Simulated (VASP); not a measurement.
# C (C2/m) in VASP: notebook

C is run at these levels: PBEsol; tasks: dielectric tensor, elastic constants.

Program: VASP 6.6.1. These are calculated values, not measurements. Logs are shortened: lines on timing, memory, paths and dates and some standing lists are left out, and cuts for length are marked.

**1. The cell of the first run**

It takes space group C2/m (No. 12, monoclinic). The conventional cell has a = 4.255 Å, b = 2.457 Å, c = 3.765 Å, α = 90.00°, β = 111.49°, γ = 90.00°. Within 1.9 Å of C (site symmetry m) lie 3 C at 1.42 Å.

**2. Dielectric tensor, PBEsol**

The input, INCAR:

```
ALGO = Normal
EDIFF = 1E-8
ENCUT = 520
GGA = PS
ISIF = 2
ISMEAR = 0
LASPH = True
LCHARG = False
LEPSILON = True
LREAL = False
LWAVE = False
NELM = 60
PREC = Accurate
SIGMA = 0.01
```

The input, KPOINTS:

```
k-points
0
Gamma
  13 13 8
```

The input, POSCAR:

```
C
1.0
    2.1273203072     -1.2282824400      0.0000000000
    2.1273203072      1.2282824400      0.0000000000
   -1.3790696309      0.0000000000      3.5028300786
C
2
Direct
    0.1666444700      0.1666444700      0.9999069600
    0.8333555300      0.8333555300      0.0000930400
```

Potentials or basis: VASP PAW PBE potentials, release 64 (C).

On the command line:

```
> cat potpaw_PBE.64/C/POTCAR > POTCAR
> mpirun -np 1 vasp_std > vasp.out
```

OUTCAR:

```text
EDIFF = 1E-8
   ENCUT = 520
   GGA = PS
   ISIF = 2
   ISMEAR = 0
   LASPH = True
   LEPSILON = True
   LREAL = False
   NELM = 60
   PREC = Accurate

 ion  position               nearest neighbor table
   1  0.167  0.167  1.000-   2 1.42   2 1.42   2 1.42
   2  0.833  0.833  0.000-   1 1.42   1 1.42   1 1.42

  LATTYP: Found a base centered monoclinic cell.
 ALAT       =     4.2546406144
 B/A-ratio  =     0.5773848141
 C/A-ratio  =     0.8848045598
 COS(beta)  =    -0.3663329314

  Lattice vectors:

 A1 = (   2.1273203072,  -1.2282824400,   0.0000000000)
 A2 = (   2.1273203072,   1.2282824400,   0.0000000000)
 A3 = (  -1.3790696309,   0.0000000000,   3.5028300786)

Analysis of symmetry for initial positions (statically):
=====================================================================
 Subroutine PRICEL returns:
 Original cell was already a primitive cell.

 Routine SETGRP: Setting up the symmetry group for a
 base centered monoclinic supercell.

 Subroutine GETGRP returns: Found  4 space group operations
 (whereof  4 operations were pure point group operations)
 out of a pool of  4 trial point group operations.

The static configuration has the point symmetry C_2h.

Analysis of symmetry for dynamics (positions and initial velocities):
=====================================================================
 Subroutine PRICEL returns:
 Original cell was already a primitive cell.

 Routine SETGRP: Setting up the symmetry group for a
 base centered monoclinic supercell.

 Subroutine GETGRP returns: Found  4 space group operations
 (whereof  4 operations were pure point group operations)
 out of a pool of  4 trial point group operations.

The dynamic configuration has the point symmetry C_2h.

 Subroutine INISYM returns: Found  4 space group operations
 (whereof  4 operations are pure point group operations),
 and found     1 'primitive' translations

----------------------------------------------------------------------------------------

                                     Primitive cell

  volume of cell :      18.3054

  direct lattice vectors                    reciprocal lattice vectors
     2.127320307 -1.228282440  0.000000000     0.235037478 -0.407072497  0.092534619
     2.127320307  1.228282440  0.000000000     0.235037478  0.407072497  0.092534619
    -1.379069631  0.000000000  3.502830079     0.000000000  0.000000000  0.285483446

  length of vectors
     2.456454649  2.456454649  3.764525416     0.479075453  0.479075453  0.285483446

  position of ions in fractional coordinates (direct lattice)
     0.166644470  0.166644470  0.999906960
     0.833355530  0.833355530  0.000093040

  ion indices of the primitive-cell ions
   primitive index   ion index
                 1           1
                 2           2

----------------------------------------------------------------------------------------

 KPOINTS: k-points

Automatic generation of k-mesh.
 Grid dimensions read from file:
 generate k-points for:   13   13    8

 Generating k-lattice:

  Cartesian coordinates                     Fractional coordinates (reciprocal lattice)
     0.018079806 -0.031313269  0.007118048     0.076923077 -0.000000000  0.000000000
     0.018079806  0.031313269  0.007118048    -0.000000000  0.076923077  0.000000000
     0.000000000  0.000000000  0.035685431     0.000000000  0.000000000  0.125000000

  Length of vectors
     0.036851958  0.036851958  0.035685431

  Shift w.r.t. Gamma in fractional coordinates (k-lattice)
     0.000000000  0.000000000  0.000000000

 Subroutine IBZKPT returns following result:
 ===========================================

 Found    371 irreducible k-points:

 Following reciprocal coordinates:
            Coordinates               Weight
  0.000000  0.000000  0.000000      1.000000
  0.076923 -0.000000  0.000000      4.000000
  0.153846  0.000000 -0.000000      4.000000
  0.230769 -0.000000 -0.000000      4.000000
  0.307692  0.000000 -0.000000      4.000000
  0.384615  0.000000 -0.000000      4.000000
[... 16 lines left out ...]
  0.384615  0.153846 -0.000000      4.000000
  0.461538  0.153846  0.000000      4.000000
 [... further k-points ...]
   k-points           NKPTS =    371   k-points in BZ     NKDIM =    371   number of bands    NBANDS=      8
   number of dos      NEDOS =    301   number of ions     NIONS =      2
   total plane-waves  NPLWV =   9072
   dimension x,y,z NGX =    18 NGY =   18 NGZ =   28
   dimension x,y,z NGXF=    36 NGYF=   36 NGZF=   56
   ions per type =               2
   NGX,Y,Z   is equivalent  to a cutoff of  12.18, 12.18, 12.37 a.u.
   NGXF,Y,Z  is equivalent  to a cutoff of  24.36, 24.36, 24.73 a.u.
 SYSTEM =  unknown system
   PREC   = accura    normal or accurate (medium, high low for compatibility)
   ISTART =      0    job   : 0-new  1-cont  2-samecut
   ICHARG =      2    charge: 1-file 2-atom 10-const
   ISPIN  =      1    spin polarized calculation?
   LNONCOLLINEAR =      F non collinear calculations
   LSORBIT =      F    spin-orbit coupling
   LASPH  =      T    aspherical Exc in radial PAW
   ENCUT  =  520.0 eV  38.22 Ry    6.18 a.u.   4.57  4.57  7.00*2*pi/ulx,y,z
   NELM   =     60;   NELMIN=  2; NELMDL= -5     # of ELM steps
   EDIFF  = 0.1E-07   stopping-criterion for ELM
   LREAL  =      F    real-space projection
   EDIFFG = 0.1E-06   stopping-criterion for IOM
   NSW    =      0    number of steps for IOM
   IBRION =     -1    ionic relax: 0-MD 1-quasi-New 2-CG
   NFREE  =      0    steps in history (QN), initial steepest desc. (CG)
   ISIF   =      2    stress and relaxation
   ISYM   =      2    0-nonsym 1-usesym 2-fastsym
   POTIM  = 0.5000    time-step for ionic-motion
   TEBEG  =    0.0;   TEEND  =   0.0 temperature during run
   PSTRESS=    0.0 pullay stress
   NELECT =       8.0000    total number of electrons
   NUPDOWN=      -1.0000    fix difference up-down
   EMIN   =  10.00;   EMAX   =-10.00  energy-range for DOS
   EFERMI =   0.00;   METHOD = LEGACY
   ISMEAR =     0;   SIGMA  =   0.01  broadening in eV -4-tet -1-fermi 0-gaus
   EFERMI_NEDOS =   21; number of points for ismear=-14 and -15
   IALGO  =     38    algorithm
   IMIX   =      4    mixing-type and parameters
     AMIX     =   0.40;   BMIX     =  1.00
     AMIX_MAG =   1.60;   BMIX_MAG =  1.00
  volume/ion in A,a.u.               =       9.15        61.77
  Fermi-wavevector in a.u.,A,eV,Ry     =   1.242352  2.347705 20.999765  1.543439
  Thomas-Fermi vector in A             =   2.376710
   LORBIT       =      0    0 simple, 1 ext, 2 COOP (PROOUT), +10 PAW based schemes
   GGA     = PS    functional components
   LHFCALC =     F    Hartree Fock is set to
   AEXX    =    0.0000 exact exchange contribution
   IVDW    =     0    specifies the selected vdW correction
   LEPSILON=     T    determine dielectric tensor
   LRPA    =     F    only Hartree local field effects (RPA)
 non-spin polarized calculation
 Gauss-broadening in eV      SIGMA  =   0.01
  energy-cutoff  :      520.00
  volume of cell :       18.31
 maximum number of plane-waves:       506
   NGX =  9   NGY =  9   NGZ = 13

--------------------------------------- Ionic step        1  -------------------------------------------

 number of electron       8.0000000 magnetization

 E-fermi :   4.0060     XC(G=0): -10.2633

 val. band max:        3.9116055345   @ k =  -0.3077   0.3077   0.0000
 cond. band min:       4.8282466748   @ k =  -0.3077   0.3846   0.3750
 fundamental gap:      0.9166411403
 Fermi energy:         4.0059762359

 k-point     1 :       0.0000    0.0000    0.0000
  band No.  band energies     occupation
      1     -15.3704      2.00000
      2      -2.5730      2.00000
      3       1.3197      2.00000
      4       1.3232      2.00000
      5       7.9914      0.00000
      6      12.6923      0.00000
      7      12.6946      0.00000
      8      15.8284      0.00000
[... 243 lines left out ...]
 k-point    24 :       0.4615    0.1538    0.0000
  band No.  band energies     occupation
      1     -11.4478      2.00000
      2      -6.4266      2.00000
      3      -3.3505      2.00000
      4       1.1657      2.00000
      5       7.7695      0.00000
      6      13.8673      0.00000
      7      14.4295      0.00000
      8      17.7772      0.00000

 [... further k-points ...]

  FORCE on cell =-STRESS in cart. coord.  units (eV):
  Direction    XX          YY          ZZ          XY          YZ          ZX
  --------------------------------------------------------------------------------------
  -------------------------------------------------------------------------------------
  Total        0.2436623      0.2353142      0.0527178      0.0000000      0.0000000     -0.0035475
  in kB       21.3264549     20.5957934      4.6141054      0.0000000      0.0000000     -0.3104915
  external PRESSURE =      15.5121179 kB  Pullay stress =       0.0000000 kB

 VOLUME and BASIS-vectors are now :
 -----------------------------------------------------------------------------
  energy-cutoff  :      520.00
  volume of cell :       18.31
      direct lattice vectors                 reciprocal lattice vectors
     2.127320307 -1.228282440  0.000000000     0.235037478 -0.407072497  0.092534619
     2.127320307  1.228282440  0.000000000     0.235037478  0.407072497  0.092534619
    -1.379069631  0.000000000  3.502830079     0.000000000  0.000000000  0.285483446

 POSITION                                       TOTAL-FORCE (eV/Angst)
 -----------------------------------------------------------------------------------
     -0.66993      0.00000      3.50250        -0.002296      0.000000      0.004093
      3.54550      0.00000      0.00033         0.002296      0.000000     -0.004093
 -----------------------------------------------------------------------------------
    total drift:                               -0.000000     -0.000000      0.000000

  FREE ENERGIE OF THE ION-ELECTRON SYSTEM (eV)
  ---------------------------------------------------
  free  energy   TOTEN  =       -19.2902861575 eV

  energy  without entropy=      -19.2902861575  energy(sigma->0) =      -19.29028616

 HEAD OF MICROSCOPIC STATIC DIELECTRIC TENSOR (INDEPENDENT PARTICLE, excluding Hartree and local field effects)
 ------------------------------------------------------
          16.659358     0.000000     0.009612
           0.000000    16.570797     0.000000
           0.009612     0.000000     3.202733
 ------------------------------------------------------

 Free energy of the ion-electron system (eV)
  ---------------------------------------------------
  ---------------------------------------------------
  free energy    TOTEN  =        -0.79797079 eV

  energy without entropy =       -0.79797079

------------------------ aborting loop because EDIFF is reached ----------------------------------------

--------------------------------------- Ionic step        2  -------------------------------------------

------------------------ aborting loop because EDIFF is reached ----------------------------------------

--------------------------------------- Ionic step        3  -------------------------------------------

 Free energy of the ion-electron system (eV)
  ---------------------------------------------------
  ---------------------------------------------------
  free energy    TOTEN  =        -0.09904108 eV

  energy without entropy =       -0.09904108

------------------------ aborting loop because EDIFF is reached ----------------------------------------

 PIEZOELECTRIC TENSOR FIELD DIRECTION 3  (e Angst)
 -----------------------------------------------------------------------------
    -0.00330  0.00000  0.00041           ( -0.00000  0.00000  0.00000)
     0.00000  0.00353  0.00000           (  0.00000 -0.00000  0.00000)
     0.00041  0.00000 -0.00090           (  0.00000  0.00000 -0.00000)

 PIEZOELECTRIC TENSOR FIELD DIRECTION 3  (C/m^2)
 -----------------------------------------------------------------------------
    -0.00289  0.00000  0.00036
     0.00000  0.00309  0.00000
     0.00036  0.00000 -0.00079

 MACROSCOPIC STATIC DIELECTRIC TENSOR (including local field effects in DFT)
 ------------------------------------------------------
          16.604978     0.000000     0.009159
           0.000000    16.516547     0.000000
           0.009159     0.000000     2.791790
 ------------------------------------------------------

 PIEZOELECTRIC TENSOR (including local field effects)  for field in x, y, z        (e  Angst)
          XX          YY          ZZ          XY          YZ          ZX
  --------------------------------------------------------------------------------
  x     0.00000     0.00000     0.00000     0.00000     0.00000     0.00000
  y     0.00000     0.00000     0.00000     0.00000     0.00000     0.00000
  z     0.00000     0.00000     0.00000     0.00000     0.00000     0.00000

 PIEZOELECTRIC TENSOR (including local field effects)  for field in x, y, z        (C/m^2)
          XX          YY          ZZ          XY          YZ          ZX
  --------------------------------------------------------------------------------
  x     0.00000     0.00000     0.00000     0.00000     0.00000     0.00000
  y     0.00000     0.00000     0.00000     0.00000     0.00000     0.00000
  z     0.00000     0.00000     0.00000     0.00000     0.00000     0.00000

 BORN EFFECTIVE CHARGES (including local field effects) (in |e|, cummulative output)
 ---------------------------------------------------------------------------------
 ion    1
    1     0.00000     0.00000     0.00000
    2     0.00000     0.00000     0.00000
    3     0.00000     0.00000     0.00000
 ion    2
    1     0.00000     0.00000     0.00000
    2     0.00000     0.00000     0.00000
    3     0.00000     0.00000     0.00000
```

It took 4.6 min on 1 thread of Intel Xeon 6975P-C, shared host; peak memory 0.25 GiB.

What came out:

| Property | Result |
| --- | --- |
| Electronic dielectric tensor (diagonal) | 16.60, 16.52, 2.79 |
| Born charges (mean of the diagonal) | C +0.00 e |

Electronic dielectric tensor:
```
16.60  0.00  0.01
 0.00 16.52  0.00
 0.01  0.00  2.79
```

Born effective charge tensors (e):
atom 1, C
```
0.00 0.00 0.00
0.00 0.00 0.00
0.00 0.00 0.00
```
atom 2, C
```
0.00 0.00 0.00
0.00 0.00 0.00
0.00 0.00 0.00
```

Caveat: this functional lacks dispersion, which binds layers or chains, so the pressure and a relaxed spacing across them are unreliable; the PAW data sets were made with another functional, which shifts forces and pressure a little.

(Part 1 of 2 ends here.)
